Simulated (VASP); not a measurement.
## AlGa2P3: single point with r2SCAN

Crystal: AlGa2P3.

```
Al Ga P
1.0
     3.86138    0.00000    0.00000
    -1.93069    3.34405    0.00000
     0.00000    0.00000    9.45881
Al Ga P
1 2 3
Direct
  0.00000 0.00000 0.99970
  0.66667 0.33333 0.66630
  0.33333 0.66667 0.33386
  0.66667 0.33333 0.91662
  0.33333 0.66667 0.58328
  0.00000 0.00000 0.25024
```

* Program: VASP 6.6.1
* Task: single point
* Functional: r2SCAN
* Potentials or basis: VASP PAW PBE potentials, release 64 (Al, Ga_d, P)
* Cutoff: 550 eV
* k mesh: 6 × 6 × 2
* Occupations: gaussian, width 0.01 eV
* Spin: no spin polarisation

```yaml
Pressure: -0.1 GPa
Largest_force: 0.026 eV/Å
Band_gap_on_the_k_mesh: 1.88 eV, indirect (least direct gap 2.38 eV)
```

Forces on the atoms (eV/Å):
```
Al   0.000  0.000  0.003
Ga   0.000  0.000  0.002
Ga   0.000  0.000 -0.002
P    0.000  0.000  0.021
P    0.000  0.000  0.002
P    0.000  0.000 -0.026
```

Stress tensor (GPa, compression positive):
```
-0.07  0.00  0.00
 0.00 -0.07  0.00
 0.00  0.00 -0.20
```

Levels at points of the mesh, in eV from the valence-band top:
```csv
k point,band 20,band 21,band 22,band 23,band 24,band 25
"(0.00, 0.00, 0.00)",-0.03,0.00,0.00,2.38,2.40,3.42
"(0.50, 0.00, 0.00)",-2.35,-1.60,-1.51,1.88,2.27,3.19
"(0.00, 0.00, 0.50)",-0.47,-0.23,-0.23,2.29,2.95,3.65
"(0.50, 0.00, 0.50)",-2.25,-1.06,-1.06,2.22,2.43,2.58
```

Run time: 3.7 min on 1 thread of Intel(R) Xeon(R) 6975P-C (Granite Rapids), with other jobs on the host, peak memory 0.28 GiB.

Caveat: the PAW data sets were made with another functional, which shifts forces and pressure a little. A k mesh can miss the band edges.
